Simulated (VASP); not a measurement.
Runs of VASP 6.6.1 on Pt. The structure is that of space group Fm-3m (No. 225), or close to it. The cells are those of the table. 

```csv
cell,gap on the mesh (eV),pressure (GPa)
"a = 2.804, b = 2.804, c = 2.769 Å, angles 60.4, 60.4, 59.2°, 1 atom",none,4.0
"a = 2.805, b = 2.805, c = 2.700 Å, angles 61.2, 61.2, 57.5°, 1 atom",none,12.3
"a = 2.700 Å, angles 60.0°, 1 atom",none,(b)
"a = 2.838 Å, angles 60.0°, 1 atom",none,-7.8
"a = 2.736, b = 2.736, c = 2.630 Å, angles 61.3, 61.3, 57.5°, 1 atom",none,(c)
"a = 2.873, b = 2.873, c = 2.907 Å, angles 59.6, 59.6, 60.8°, 1 atom",none,(a)
"a = 2.665, b = 2.665, c = 2.630 Å, angles 60.4, 60.4, 59.1°, 1 atom",none,65.8
"a = 2.665, b = 2.665, c = 2.700 Å, angles 59.6, 59.6, 60.9°, 1 atom",none,51.9
```

Alike in all rows: task single point; level PBE; potentials or basis VASP PAW PBE potentials, release 64 (Pt); no spin polarisation; k mesh 20 × 20 × 20; cutoff (eV) 520; smearing gaussian 0.15 eV.

Problem. Estimate the missing entries.

Solution. (a) -16.3; (b) 39.4; (c) 41.3.

Caveats: spin-orbit coupling is left out, which moves the levels of the heavy elements; the cell stands under pressure (at least some runs); the cell stands under tension (at least some runs).

A k mesh can miss the band edges, and the runs leave out spin-orbit coupling on Pt.

A gap of «none» marks levels without a gap at the run's occupations.
